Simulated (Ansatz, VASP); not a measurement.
# CsSnI3: VASP beside Ansatz

INCAR

```
SYSTEM = CsSnI3
PREC = Accurate ; ENCUT = 520
EDIFF = 1E-6 ; ISMEAR = -1
SIGMA = 0.02 ; LREAL = .False.
LASPH = .True. ; NELM = 80
ALGO = Normal ; ISIF = 2
LWAVE = .False. ; LCHARG = .False.
GGA = PE ; NBANDS = 30
```

The input KPOINTS:

```
Automatic mesh
0
Gamma
  4 4 4
  0 0 0
```

Contents of POSCAR:

```
CsSnI3
1.0
    6.2414907048      0.0000000000      0.0000000000
    0.0000000000      6.2414907048      0.0000000000
    0.0000000000      0.0000000000      6.2414907048
Cs Sn I
1 1 3
Direct
    0.0000000000      0.0000000000      0.0000000000
    0.5000000000      0.5000000000      0.5000000000
    0.5000000000      0.5000000000      0.0000000000
    0.5000000000      0.0000000000      0.5000000000
    0.0000000000      0.5000000000      0.5000000000
```

Input for Ansatz:

```yaml
crystal:
  lattice:
    - [6.2414907048, 0.0, 0.0]
    - [0.0, 6.2414907048, 0.0]
    - [0.0, 0.0, 6.2414907048]
  atoms:
    - { symbol: Cs, position: [0.0, 0.0, 0.0] }
    - { symbol: Sn, position: [0.5, 0.5, 0.5] }
    - { symbol: I, position: [0.5, 0.5, 0.0] }
    - { symbol: I, position: [0.5, 0.0, 0.5] }
    - { symbol: I, position: [0.0, 0.5, 0.5] }
kpoints:
  mp_grid: { grid: [4, 4, 4] }
  band_path:
    path: [[0.0, 0.0, 0.0], [0.0, 0.5, 0.0], [0.5, 0.5, 0.0], [0.5, 0.5, 0.5]]
    npoints: 1
hamiltonian:
  xc: pbe
scf:
  occupations: { method: fermi_dirac, width: 0.02 }
  n_extra_bands: 5
output:
  forces: true
  stress: true
  eigenvalues: true
```

Alike in both runs: task single point; functional PBE; k mesh 4 × 4 × 4; occupations fermi-dirac, width 0.02 eV; no spin polarisation.

```csv
,VASP,Ansatz
version,VASP 6.6.1,Ansatz 0.2.0
potentials or method,"VASP PAW PBE potentials, release 64 (Cs_sv, Sn_d, I)","plane waves, PAW"
plane-wave cutoff (eV),520,420
valence electrons in the cell,44,74
```

```tsv
	VASP	Ansatz	Ansatz less VASP
pressure (GPa)	0.5	0.5	0.00
```

With one functional, cell and mesh, what is left measures potentials, basis and numerics. VASP's potentials hold 44 valence electrons a cell and Ansatz's 74, so a difference there can come from the potentials and not from the codes.

Spin-orbit coupling is off throughout.
